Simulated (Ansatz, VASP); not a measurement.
**One calculation of GdO, two programs**

```
Gd O
1.0
     0.00000    2.70241    2.70241
     2.70241    0.00000    2.70241
     2.70241    2.70241    0.00000
Gd O
1 1
Direct
  0.00000 0.00000 0.00000
  0.25000 0.25000 0.25000
```

Alike in both runs: task single point; functional PBE; k mesh 6 × 6 × 6; occupations gaussian, width 0.05 eV; collinear spin; Hubbard terms Gd f U = 6.0 eV.

|  | VASP | Ansatz |
| --- | --- | --- |
| version | VASP 6.6.1 | Ansatz 0.2.0 |
| potentials or method | VASP PAW PBE potentials, release 64 (Gd, O), cutoff 520 eV | scalar-relativistic, plane waves, PAW |
| valence electrons in the cell | 24 | 24 |

|  | VASP | Ansatz | Ansatz less VASP |
| --- | --- | --- | --- |
| gap on the k mesh at the Fermi level (eV) | none | none | - |
| pressure (GPa) | -0.3 | -0.4 | -0.05 |
| net moment per atom (μB) | 3.96 | 3.96 | 0.000 |
| size of the moment on the site where the two differ most (μB) | 7.07 | 7.02 | -0.049 |

Site moments also hang on the region over which each program counts them. The programs project onto different local orbitals, so the same U acts differently, and such runs can settle in different states. A gap of «none» marks a metal or a gap that the smearing closes. Ansatz's warnings: filled band counts differ across k points.

Spin-orbit coupling is off throughout.
